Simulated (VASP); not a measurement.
Wanted: the native input for a VASP 6.6.1 run.

```
Task                               : single point
Functional                         : PBE0
Potentials or basis                : VASP PAW PBE potentials, release 64 (Ga_d, P)
Cutoff                             : 520 eV
k mesh                             : 6 × 6 × 6
Occupations                        : gaussian, width 0.01 eV
Spin                               : no spin polarisation
Dipole correction                  : no
Grid for exact exchange (PRECFOCK) : Normal
Further INCAR settings             : ALGO = Normal; EDIFF = 1e-06; NBANDS = 16
Share of exact exchange            : 0.25
```

The system is GaP.

```
Ga P
1.0
     0.00000    2.72540    2.72540
     2.72540    0.00000    2.72540
     2.72540    2.72540    0.00000
Ga P
1 1
Cartesian
  0.0000 0.0000 0.0000
  1.3627 1.3627 1.3627
```

The input as run:

POSCAR

```
GaP
1.0
    0.0000000000      2.7253992985      2.7253992985
    2.7253992985      0.0000000000      2.7253992985
    2.7253992985      2.7253992985      0.0000000000
Ga P
1 1
Direct
    0.0000000000      0.0000000000      0.0000000000
    0.2500000000      0.2500000000      0.2500000000
```

INCAR.step1

```
SYSTEM = GaP
ALGO     = Normal         ! electronic algorithm
EDIFF    = 1E-5           ! SCF threshold, eV
ENCUT    = 520            ! plane-wave cutoff, eV
GGA      = PE             ! functional
ISIF     = 2              ! what is computed and relaxed
ISMEAR   = 0              ! smearing method
LASPH    = .TRUE.         ! aspherical terms in the spheres
LCHARG   = .FALSE.        ! write CHGCAR
LREAL    = .FALSE.        ! projectors in reciprocal space
LWAVE    = .TRUE.         ! write WAVECAR
NBANDS   = 16             ! bands
NELM     = 60             ! most SCF steps
PREC     = Accurate       ! precision mode
SIGMA    = 0.01           ! smearing width, eV
```

INCAR.step2

```
SYSTEM = GaP
AEXX     = 0.25           ! exact-exchange fraction
ALGO     = Normal         ! electronic algorithm
EDIFF    = 1E-6           ! SCF threshold, eV
ENCUT    = 520            ! plane-wave cutoff, eV
GGA      = PE             ! functional
ISIF     = 2              ! what is computed and relaxed
ISMEAR   = 0              ! smearing method
ISTART   = 1            
LASPH    = .TRUE.         ! aspherical terms in the spheres
LCHARG   = .FALSE.        ! write CHGCAR
LHFCALC  = .TRUE.         ! exact exchange
LREAL    = .FALSE.        ! projectors in reciprocal space
LWAVE    = .FALSE.        ! write WAVECAR
NBANDS   = 16             ! bands
NELM     = 60             ! most SCF steps
PREC     = Accurate       ! precision mode
PRECFOCK = Normal       
SIGMA    = 0.01           ! smearing width, eV
```

KPOINTS

```
k-points
0
G
  6 6 6
  0 0 0
```

Potentials or basis: VASP PAW PBE potentials, release 64 (Ga_d, P).

The run is started by

```sh
$ cat potpaw_PBE.64/Ga_d/POTCAR potpaw_PBE.64/P/POTCAR > POTCAR
$ cp INCAR.step1 INCAR
$ mpirun -np 1 vasp_std > vasp.out
$ cp INCAR.step2 INCAR
$ mpirun -np 1 vasp_std > vasp.out
```

Results of the run:

| Quantity | Value |
| --- | --- |
| Pressure | 0.3 GPa |
| Band gap on the k mesh | 2.98 eV (least direct gap 3.47 eV) |

Caveat: the PAW data sets were made with another functional, which shifts forces and pressure a little.

Wall time 19 min on 1 thread of Intel(R) Xeon(R) Platinum 8559C (Emerald Rapids), with other jobs on the host, peak memory 0.19 GiB.
